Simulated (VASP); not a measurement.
# Si62As (a cell with a defect) in VASP: a series of runs, part 2 of 2

VASP 6.6.1. Earlier steps stand in the parts before.

### 3 Single point, PBE+D3(BJ)

File INCAR:

```
SYSTEM = Si62As
ALGO = Normal
EDIFF = 1E-7
ENCUT = 520
GGA = PE
ISIF = 2
ISMEAR = 0
IVDW = 12
LASPH = .TRUE.
LCHARG = .FALSE.
LREAL = Auto
LWAVE = .FALSE.
NBANDS = 164
NELECT = 252.0
NELM = 100
PREC = Accurate
SIGMA = 0.05
```

File KPOINTS:

```
k-points
0
G
  1 1 1
  0 0 0
```

File POSCAR:

```
Si62As
1.0
   10.8600000000      0.0000000000      0.0000000000
    0.0000000000     10.8600000000      0.0000000000
    0.0000000000      0.0000000000     10.8600000000
Si As
62 1
Direct
    0.5012228361      0.0009545120      0.0012918048
    0.6253053407      0.1278858195      0.1284305709
    0.7502434622      0.2499729282      0.0014078269
    0.8700829650      0.3753384899      0.1303353591
    0.7509000000      0.0000441989      0.2494944751
    0.8738800184      0.1260468692      0.3749000921
    0.0007453039     -0.0004440147     -0.0007234807
    0.1243448435      0.1252144567      0.1250688766
    0.2504147330      0.2487183241     -0.0006976059
    0.3764455801      0.3738262431      0.1242257827
    0.5005558011      0.4996901473     -0.0005967772
    0.6258112339      0.6246525783      0.1240115101
    0.7514262431      0.7497467772     -0.0012501842
    0.8755100368      0.8752816759      0.1246673112
    0.2500616022      0.0002478821      0.2503151013
    0.3766063536      0.1255309392      0.3749189687
    0.5015640884      0.2545599448      0.2542299263
    0.7442105893      0.5002188766      0.2554969613
    0.8750668508      0.6243911602      0.3749900552
    0.5004845304     -0.0008785451      0.4994429098
    0.6255796501      0.1253066298      0.6229044199
    0.7469154696      0.2531540516      0.4975364641
    0.8751462247      0.3740744936      0.6228446593
    0.7502047882      0.0004513812      0.7498837937
    0.8747793738      0.1254830571      0.8759572744
   -0.0025178637      0.4983798343      0.0028686004
    0.1254492634      0.6261825046      0.1250722836
    0.2507407919      0.7494244936     -0.0009746777
    0.3731433702      0.8752639963      0.1252330571
   -0.0006488950      0.2497560773      0.2498889503
    0.1249743094      0.3746229282      0.3740567219
    0.2520845304      0.4973851750      0.2495441989
    0.3770743094      0.6234633517      0.3726938306
    0.5023518416      0.7489333333      0.2493838858
    0.6257883057      0.8752074586      0.3741200737
    0.0008100368     -0.0008049724      0.4996750460
    0.1261745856      0.1251313076      0.6263869245
    0.2518329650      0.2511095764      0.4981779926
    0.3717910681      0.3735418048      0.6289054328
    0.6264674954      0.6260005525      0.6263127993
    0.7495439227      0.7487530387      0.4984303867
    0.8749253223      0.8746129834      0.6269794659
    0.2516029466     -0.0018221915      0.7484690608
    0.3743281768      0.1247447514      0.8737651934
    0.5026553407      0.2507135359      0.7482637201
    0.6259661142      0.3744655617      0.8755221915
    0.7498735727      0.4972532228      0.7479327808
    0.8755300184      0.6256187845      0.8738531308
    0.0007285451      0.7497467772      0.2497641805
    0.1264636280      0.8736488029      0.3753476980
    0.0008388582      0.4996763352      0.4993714549
    0.1263516575      0.6239698895      0.6239234807
    0.2541838858      0.7457567219      0.4988476980
    0.3762805709      0.8732911602      0.6237720994
   -0.0000099448      0.2493152855      0.7495993554
    0.1226598527      0.3739488029      0.8772963168
    0.2494254144      0.4994864641      0.7510893186
    0.3755650092      0.6244349908      0.8748225599
    0.5006776243      0.7483350829      0.7490159300
    0.6255186924      0.8756915285      0.8755339779
    0.0018285451      0.7488493554      0.7487191529
    0.1254363720      0.8749162983      0.8744450276
    0.6000141805      0.4001500921      0.3996407919
```

Potentials or basis: VASP PAW PBE potentials, release 64 (Si, As).

Launch:

```console
$ cat potpaw_PBE.64/Si/POTCAR potpaw_PBE.64/As/POTCAR > POTCAR
$ mpirun -np 1 vasp_gam > vasp.out
```

Wall time 5.6 min (1 thread of Intel Xeon Platinum 8559C (Emerald Rapids), shared host); peak memory 1 GiB.

The run converged. Its results:

```
Free energy                : -358.1394 eV
Largest force              : 0.479 eV/Å
Dispersion energy per atom : -0.317 eV
```

Forces in eV/Å, atoms in the order of the input:
```
Si  -0.009  0.005  0.007
Si   0.014 -0.018 -0.021
Si   0.002 -0.005 -0.016
Si   0.055 -0.020 -0.052
Si   0.004 -0.001 -0.001
Si  -0.014  0.015 -0.011
Si  -0.002  0.001  0.003
Si   0.011 -0.008  0.001
Si   0.002  0.019  0.013
Si   0.016  0.005  0.014
Si  -0.001 -0.003 -0.004
Si  -0.004 -0.027  0.017
Si  -0.025 -0.003  0.019
Si  -0.001 -0.007  0.003
Si   0.005  0.007  0.015
Si   0.012  0.006 -0.001
Si   0.028 -0.046 -0.040
Si   0.086 -0.046 -0.077
Si  -0.009 -0.016 -0.001
Si   0.002  0.009  0.002
Si   0.009  0.008 -0.006
Si  -0.003  0.005 -0.036
Si  -0.006 -0.008 -0.005
Si  -0.011  0.006 -0.001
Si   0.000 -0.005 -0.007
Si   0.014  0.008 -0.014
Si   0.007  0.005  0.021
Si  -0.005  0.004  0.014
Si   0.003 -0.012  0.020
Si   0.008 -0.009 -0.004
Si  -0.004 -0.001  0.004
Si   0.017 -0.005  0.029
Si  -0.092  0.086  0.055
Si   0.002 -0.022  0.037
Si   0.001  0.009  0.002
Si  -0.033  0.031 -0.001
Si  -0.003  0.013  0.004
Si   0.008  0.009 -0.002
Si  -0.021  0.029  0.016
Si  -0.032  0.050  0.049
Si  -0.022 -0.013 -0.001
Si  -0.019 -0.004 -0.002
Si  -0.011  0.016  0.011
Si  -0.008  0.014  0.003
Si   0.001  0.010 -0.011
Si  -0.003 -0.001 -0.002
Si  -0.017 -0.003 -0.014
Si  -0.018  0.009  0.000
Si  -0.009 -0.002  0.017
Si  -0.038  0.039 -0.001
Si  -0.004 -0.002  0.006
Si  -0.022  0.006  0.012
Si  -0.069  0.069  0.027
Si  -0.006  0.025  0.010
Si  -0.005  0.013  0.002
Si   0.009  0.007 -0.006
Si  -0.010  0.021  0.006
Si  -0.008  0.008  0.014
Si  -0.020  0.038  0.032
Si   0.000  0.016  0.020
Si  -0.020  0.009  0.010
Si  -0.005  0.000  0.008
As   0.274 -0.345 -0.189
```

Levels at points of the mesh, in eV from the Fermi level:
| k point | band 122 | band 123 | band 124 | band 125 | band 126 | band 127 | band 128 | band 129 | band 130 | band 131 |
| --- | --- | --- | --- | --- | --- | --- | --- | --- | --- | --- |
| (0.00, 0.00, 0.00) | -1.53 | -0.87 | -0.67 | -0.67 | -0.23 | 0.23 | 0.23 | 0.38 | 0.39 | 0.40 |

Caveat: the k points lie up to 0.58 Å⁻¹ apart; the cell carries a net charge on a neutralising background, which shifts energy and pressure; the cell is charged against a uniform background, so pressure and absolute levels hang on convention.
